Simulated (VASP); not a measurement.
A run of VASP 6.6.1:

The input INCAR:

```
SYSTEM = PbSe
ALGO = Normal
EDIFF = 1E-6
ENCUT = 520
GGA = PE
GGA_COMPAT = .FALSE.
ISIF = 2
ISMEAR = -1
LASPH = .TRUE.
LCHARG = .TRUE.
LORBIT = 11
LORBMOM = .TRUE.
LREAL = .FALSE.
LSORBIT = .TRUE.
LVHAR = .TRUE.
LWAVE = .FALSE.
MAGMOM = 0 0 0 0 0 0
NBANDS = 32
NELM = 150
PREC = Accurate
SIGMA = 0.02
```

KPOINTS

```
k-points
0
G
  4 4 4
  0 0 0
```

POSCAR

```
PbSe
1.0
    0.0000000000      3.0696893648      3.0696893648
    3.0696893648      0.0000000000      3.0696893648
    3.0696893648      3.0696893648      0.0000000000
Pb Se
1 1
Direct
    0.0000000000      0.0000000000      0.0000000000
    0.5000000000      0.5000000000      0.5000000000
```

Potentials or basis: VASP PAW PBE potentials, release 64 (Pb_d, Se).

Launch:

```console
$ cat potpaw_PBE.64/Pb_d/POTCAR potpaw_PBE.64/Se/POTCAR > POTCAR
$ mpirun -np 1 vasp_ncl > vasp.out
```

Hardware: 1 thread of Intel(R) Xeon(R) Platinum 8259CL CPU @ 2.50GHz (Skylake/Cascade Lake), with other jobs on the host.

Task: Estimate the wall time of this run.

Result: It took 36 s on 1 thread of Intel(R) Xeon(R) Platinum 8259CL CPU @ 2.50GHz (Skylake/Cascade Lake), with other jobs on the host, peak memory 0.3 GiB. Counts: scf iterations 14, k points 8.
